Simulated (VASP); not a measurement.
# TaS2 in VASP: relaxation of the atoms with PBEsol

Aim: the relaxation of the atoms of TaS2 with PBEsol.

Everything below comes from runs of VASP 6.6.1. Logs are shortened: lines on timing, memory, paths and dates and some standing lists are left out, and cuts for length are marked.

**1. The cell of the first run**

The cell holds a slab with vacuum, 6 atoms: a = 3.319 Å, b = 3.319 Å, c = 24.013 Å, α = 90.00°, β = 90.00°, γ = 120.00°.

**2. Relaxation of the atoms, PBEsol**

The input, INCAR:

```
SYSTEM = TaS2
  PREC = Accurate
  ENCUT = 450
  EDIFF = 1E-7
  ISMEAR = 0
  SIGMA = 0.1
  LREAL = .False.
  LASPH = .True.
  NELM = 120
  ALGO = Normal
  ISIF = 2
  LWAVE = .False.
  LCHARG = .False.
  LDIPOL = .True.
  IDIPOL = 3
  DIPOL = 0.5 0.5 0.500
  GGA = PS
  IBRION = 2
  NSW = 80
  EDIFFG = -0.02
  GGA_COMPAT = .False.
  NELMIN = 4
  NELMDL = -8
```

The input, KPOINTS:

```
regular mesh
0
Gamma
  12 12 1
  0 0 0
```

The input, POSCAR:

```
TaS2
1.0
    3.3189246591      0.0000000000      0.0000000000
   -1.6594623295      2.8742730680      0.0000000000
    0.0000000000      0.0000000000     24.0125099360
S Ta
4 2
Direct
    0.6666666667      0.3333333333      0.3123371951
    0.3333333333      0.6666666667      0.4406052679
    0.6666666667      0.3333333333      0.5593947321
    0.3333333333      0.6666666667      0.6876628049
    0.0000000000      0.0000000000      0.3764712315
    0.0000000000      0.0000000000      0.6235287685
```

Potentials or basis: VASP PAW PBE potentials, release 64 (S, Ta_pv).

On the command line:

```sh
> cat potpaw_PBE.64/S/POTCAR potpaw_PBE.64/Ta_pv/POTCAR > POTCAR
> mpirun -np 1 vasp_std > vasp.out
```

OUTCAR:

```text
SYSTEM = TaS2
   PREC = Accurate
   ENCUT = 450
   EDIFF = 1E-7
   ISMEAR = 0
   LREAL = .False.
   LASPH = .True.
   NELM = 120
   ISIF = 2
   GGA = PS
   IBRION = 2
   NSW = 80
   EDIFFG = -0.02
   NELMIN = 4
   NELMDL = -8

 ion  position               nearest neighbor table
   1  0.667  0.333  0.312-   5 2.46   5 2.46   5 2.46
   2  0.333  0.667  0.441-   5 2.46   5 2.46   5 2.46
   3  0.667  0.333  0.559-   6 2.46   6 2.46   6 2.46
   4  0.333  0.667  0.688-   6 2.46   6 2.46   6 2.46
   5  0.000  0.000  0.376-   1 2.46   2 2.46   2 2.46   1 2.46   1 2.46   2 2.46
   6  0.000  0.000  0.624-   3 2.46   4 2.46   4 2.46   3 2.46   3 2.46   4 2.46

  LATTYP: Found a hexagonal cell.
 ALAT       =     3.3189246591
 C/A-ratio  =     7.2350271255

  Lattice vectors:

 A1 = (   3.3189246591,   0.0000000000,   0.0000000000)
 A2 = (  -1.6594623295,   2.8742730680,   0.0000000000)
 A3 = (   0.0000000000,   0.0000000000,  24.0125099360)

Analysis of symmetry for initial positions (statically):
=====================================================================
 Subroutine PRICEL returns:
 Original cell was already a primitive cell.

 Routine SETGRP: Setting up the symmetry group for a
 hexagonal supercell.

 Subroutine GETGRP returns: Found 12 space group operations
 (whereof 12 operations were pure point group operations)
 out of a pool of 24 trial point group operations.

The static configuration has the point symmetry D_3d.

Analysis of symmetry for dynamics (positions and initial velocities):
=====================================================================
 Subroutine PRICEL returns:
 Original cell was already a primitive cell.

 Routine SETGRP: Setting up the symmetry group for a
 hexagonal supercell.

 Subroutine GETGRP returns: Found 12 space group operations
 (whereof 12 operations were pure point group operations)
 out of a pool of 24 trial point group operations.

The dynamic configuration has the point symmetry D_3d.

 Subroutine INISYM returns: Found 12 space group operations
[... 127 lines left out ...]
   IVDW    =     0    specifies the selected vdW correction
   LEPSILON=     F    determine dielectric tensor
   LRPA    =     F    only Hartree local field effects (RPA)
 conjugate gradient relaxation of ions
 non-spin polarized calculation
 Gauss-broadening in eV      SIGMA  =   0.10
  energy-cutoff  :      450.00
  volume of cell :      229.07
 maximum number of plane-waves:      4996
 NGX is ok and might be reduce to    24
   NGX = 11   NGY = 11   NGZ = 83

--------------------------------------- Ionic step        1  -------------------------------------------

 number of electron      45.9999990 magnetization

 Free energy of the ion-electron system (eV)
  ---------------------------------------------------
  ext. energy  EPLUGINS =         0.00000000
  ---------------------------------------------------
  free energy    TOTEN  =       -49.09733005 eV

  energy without entropy =      -49.08322843  energy(sigma->0) =      -49.09027924

------------------------ aborting loop because EDIFF is reached ----------------------------------------

  FORCE on cell =-STRESS in cart. coord.  units (eV):
  Direction    XX          YY          ZZ          XY          YZ          ZX
  --------------------------------------------------------------------------------------
  -------------------------------------------------------------------------------------
  Total        0.2048218      0.2048218     -0.0946859      0.0000000      0.0000000      0.0000000
  in kB        1.4325965      1.4325965     -0.6622669      0.0000000      0.0000000      0.0000000
  external PRESSURE =       0.7343087 kB  Pullay stress =       0.0000000 kB
[... 27 lines left out ...]
--------------------------------------- Ionic step        2  -------------------------------------------

 number of electron      45.9999990 magnetization

 dipolmoment           0.000000      0.000000      0.000000 electrons x Angstroem

------------------------ aborting loop because EDIFF is reached ----------------------------------------

  FORCE on cell =-STRESS in cart. coord.  units (eV):
  Direction    XX          YY          ZZ          XY          YZ          ZX
  --------------------------------------------------------------------------------------
  -------------------------------------------------------------------------------------
  Total        0.2274545      0.2274545     -0.0413940      0.0000000      0.0000000     -0.0000000
  in kB        1.5908971      1.5908971     -0.2895243      0.0000000      0.0000000     -0.0000000
  external PRESSURE =       0.9640899 kB  Pullay stress =       0.0000000 kB
[... 27 lines left out ...]
--------------------------------------- Ionic step        3  -------------------------------------------

 number of electron      45.9999990 magnetization

 dipolmoment           0.000000      0.000000     -0.000000 electrons x Angstroem

 Free energy of the ion-electron system (eV)
  ---------------------------------------------------
  ext. energy  EPLUGINS =         0.00000000
  ---------------------------------------------------
  free energy    TOTEN  =       -49.09744718 eV

  energy without entropy =      -49.08336437  energy(sigma->0) =      -49.09040577

 E-fermi :   0.1784     XC(G=0):  -5.7130

 val. band max:        0.1680494839   @ k =   0.1667  -0.0000   0.0000
 cond. band min:       0.1979534223   @ k =   0.3333   0.1667   0.0000
 fundamental gap:      0.0299039384
 Fermi energy:         0.1784385115

 k-point     1 :       0.0000    0.0000    0.0000
  band No.  band energies     occupation
      1     -34.9957      2.00000
      2     -34.9956      2.00000
      3     -34.9536      2.00000
      4     -34.9536      2.00000
      5     -34.9536      2.00000
      6     -34.9536      2.00000
[... 559 lines left out ...]
     26       1.7566      0.00000
     27       2.0475      0.00000

------------------------ aborting loop because EDIFF is reached ----------------------------------------

 vacuum level on the upper side and lower side of the slab       (xc-potential included)        -0.029        -0.029

  FORCE on cell =-STRESS in cart. coord.  units (eV):
  Direction    XX          YY          ZZ          XY          YZ          ZX
  --------------------------------------------------------------------------------------
  -------------------------------------------------------------------------------------
  Total        0.2172556      0.2172556     -0.0634881      0.0000000     -0.0000000      0.0000000
  in kB        1.5195624      1.5195624     -0.4440581      0.0000000     -0.0000000      0.0000000
  external PRESSURE =       0.8650222 kB  Pullay stress =       0.0000000 kB
[... 21 lines left out ...]
  FREE ENERGIE OF THE ION-ELECTRON SYSTEM (eV)
  ---------------------------------------------------
  free  energy   TOTEN  =       -49.0974471763 eV

  energy  without entropy=      -49.0833643711  energy(sigma->0) =      -49.09040577

 reached required accuracy - stopping structural energy minimisation

 vacuum level on the upper side and lower side of the slab         5.293         5.293
```

CONTCAR:

```text
TaS2
   1.00000000000000
     3.3189246590999999    0.0000000000000000    0.0000000000000000
    -1.6594623294999999    2.8742730679999999    0.0000000000000000
     0.0000000000000000    0.0000000000000000   24.0125099360000007
  S               Ta
     4     2
Direct
     0.6666666667000030    0.3333333332999970    0.3123190714890923
     0.3333333332999970    0.6666666667000030    0.4405601721603068
     0.6666666667000030    0.3333333332999970    0.5594398278396933
     0.3333333332999970    0.6666666667000030    0.6876809285109077
     0.0000000000000000    0.0000000000000000    0.3765278607688581
     0.0000000000000000    0.0000000000000000    0.6234721392311418

  0.00000000E+00  0.00000000E+00  0.00000000E+00
  0.00000000E+00  0.00000000E+00  0.00000000E+00
  0.00000000E+00  0.00000000E+00  0.00000000E+00
  0.00000000E+00  0.00000000E+00  0.00000000E+00
  0.00000000E+00  0.00000000E+00  0.00000000E+00
  0.00000000E+00  0.00000000E+00  0.00000000E+00
```

It took 5 min on 1 thread of Intel Xeon Platinum 8259CL at 2.50GHz (Skylake/Cascade Lake), shared host; peak memory 0.35 GiB.

Results:

```
Free energy                  : -49.0974 eV
Energy gained by relaxing    : 0.0 meV/atom
Ionic steps                  : 3
Largest force after relaxing : 0.007 eV/Å
Band gap on the k mesh       : zero (bands 23 and 24 overlap by 2.51 eV)
```

Forces in eV/Å, atoms in the order of the input:
```
S    0.000  0.000  0.006
S    0.000  0.000 -0.007
S    0.000  0.000  0.007
S    0.000  0.000 -0.006
Ta   0.000  0.000 -0.004
Ta   0.000  0.000  0.004
```

The path:
```csv
step,energy change (eV),largest force (eV/Å),pressure (GPa)
1,0.0000,0.0495,0.07
2,0.0000,0.0444,0.10
3,-0.0001,0.0068,0.09
```

Final structure:
```
CELL_PARAMETERS angstrom
3.31892 0.00000 0.00000
-1.65946 2.87427 0.00000
0.00000 0.00000 24.01251
ATOMIC_POSITIONS crystal
S 0.66667 0.33333 0.31232
S 0.33333 0.66667 0.44056
S 0.66667 0.33333 0.55944
S 0.33333 0.66667 0.68768
Ta 0.00000 0.00000 0.37653
Ta 0.00000 0.00000 0.62347
```

Caveat: the PAW data sets were made with another functional, which shifts forces and pressure a little; spin-orbit coupling is left out, which moves the levels of the heavy elements.

The gap in the log of VASP goes by the Fermi energy; the results here count the filled bands.